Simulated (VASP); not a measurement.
A run of VASP 6.6.1 is set up as follows.

File INCAR:

```
SYSTEM = Al3Ni2
PREC = Accurate
ENCUT = 600
EDIFF = 1E-6
ISMEAR = 0
SIGMA = 0.1
LREAL = .FALSE.
LASPH = .TRUE.
NELM = 60
ALGO = Fast
ISIF = 3
LWAVE = .FALSE.
LCHARG = .FALSE.
GGA = PS
IBRION = 2
NSW = 70
EDIFFG = -0.008
PSTRESS = 80.0
```

Contents of KPOINTS:

```
Automatic mesh
0
G
  12 12 8
  0 0 0
```

The input POSCAR:

```
Al3Ni2
1.0
    3.9339990962      0.0000000000      0.0000000000
   -1.9669995481      3.4069431558      0.0000000000
    0.0000000000      0.0000000000      4.7787892158
Al Ni
3 2
Direct
    0.0000000000      0.0000000000      0.0000000000
    0.3333333333      0.6666666667      0.6474293850
    0.6666666667      0.3333333333      0.3525706150
    0.3333333333      0.6666666667      0.1457631419
    0.6666666667      0.3333333333      0.8542368581
```

Potentials or basis: VASP PAW PBE potentials, release 64 (Al, Ni).

Command:

```console
$ cat potpaw_PBE.64/Al/POTCAR potpaw_PBE.64/Ni/POTCAR > POTCAR
$ mpirun -np 1 vasp_std > vasp.out
```

(1) Predict the relaxed cell.

(2) What does it give for the relaxed volume?

(3) Predict the space group after relaxing (to 0.05 Å).

Results:

(1) a = 3.934 Å, b = 3.934 Å, c = 4.786 Å, α = 90.00°, β = 90.00°, γ = 120.00°.

(2) 12.83 Å³/atom.

(3) P-3m1 (No. 164).

Caveat: the cell is relaxed towards a set pressure, so the enthalpy falls and the energy may rise; the PAW data sets were made with another functional, which shifts forces and pressure a little.
